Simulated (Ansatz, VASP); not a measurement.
## Mg4H in VASP and in Ansatz

INCAR

```
SYSTEM = Mg4H
ALGO = Normal ; DIPOL = 0.5 0.5 0.297
EDIFF = 1E-7 ; ENCUT = 520
GGA = PE ; IDIPOL = 3
ISIF = 2 ; ISMEAR = 0
LASPH = .True. ; LCHARG = .False.
LDIPOL = .True. ; LREAL = .False.
LWAVE = .False. ; NBANDS = 20
NELM = 60 ; PREC = Accurate
SIGMA = 0.1
```

File KPOINTS:

```
k-points
0
Gamma
  4 5 1
  0 0 0
```

File POSCAR:

```
Mg4H
1.0
    6.4201385733      0.0000000000      0.0000000000
    0.0000000000      5.1379129567      0.0000000000
    0.0000000000      0.0000000000     21.6644777330
Mg H
8 2
Direct
    0.0000000000      0.7500000000      0.1846340378
    0.5000000000      0.7500000000      0.1846340378
    0.2500000000      0.2500000000      0.2274076137
    0.7500000000      0.2500000000      0.2274076137
    0.2500000000      0.7500000000      0.3173234500
    0.7500000000      0.7500000000      0.3173234500
    0.0000000000      0.2500000000      0.3537808678
    0.5000000000      0.2500000000      0.3537808678
    0.6784283361      0.0833333333      0.4040936431
    0.8215716639      0.0833333333      0.4040936431
```

Input for Ansatz:

```yaml
crystal:
  lattice:
    - [6.4201385733, 0.0, 0.0]
    - [0.0, 5.1379129567, 0.0]
    - [0.0, 0.0, 21.664477733]
  atoms:
    - { symbol: Mg, position: [0.0, 0.75, 0.1846340378] }
    - { symbol: Mg, position: [0.5, 0.75, 0.1846340378] }
    - { symbol: Mg, position: [0.25, 0.25, 0.2274076137] }
    - { symbol: Mg, position: [0.75, 0.25, 0.2274076137] }
    - { symbol: Mg, position: [0.25, 0.75, 0.31732345] }
    - { symbol: Mg, position: [0.75, 0.75, 0.31732345] }
    - { symbol: Mg, position: [0.0, 0.25, 0.3537808678] }
    - { symbol: Mg, position: [0.5, 0.25, 0.3537808678] }
    - { symbol: H, position: [0.6784283361, 0.0833333333, 0.4040936431] }
    - { symbol: H, position: [0.8215716639, 0.0833333333, 0.4040936431] }
basis:
  ecutwfc: 420
kpoints:
  mp_grid: { grid: [4, 5, 1] }
hamiltonian:
  xc: pbe
scf:
  occupations: { method: gaussian, width: 0.1 }
output:
  forces: true
  eigenvalues: true
efield:
  axis: 3
  dipole_correction: true
  ramp_width: 0.04
```

Alike in both runs: task single point; functional PBE; k mesh 4 × 5 × 1; occupations gaussian, width 0.1 eV; no spin polarisation.

|  | VASP | Ansatz |
| --- | --- | --- |
| version | VASP 6.6.1 | Ansatz 0.2.0 |
| potentials or method | VASP PAW PBE potentials, release 64 (Mg, H), cutoff 520 eV | scalar-relativistic, plane waves, PAW |
| valence electrons in the cell | 18 | 82 |

|  | VASP | Ansatz | Ansatz less VASP |
| --- | --- | --- | --- |
| gap on the k mesh at the Fermi level (eV) | none | none | - |
| rms of the force components (eV/Å) | 0.479 | 0.477 | -0.0015 |

Atom by atom the forces differ by 0.003 eV/Å (rms over components). A gap of «none» marks a metal or a gap that the smearing closes. VASP's potentials hold 18 valence electrons a cell and Ansatz's 82, so a difference there can come from the potentials and not from the codes.
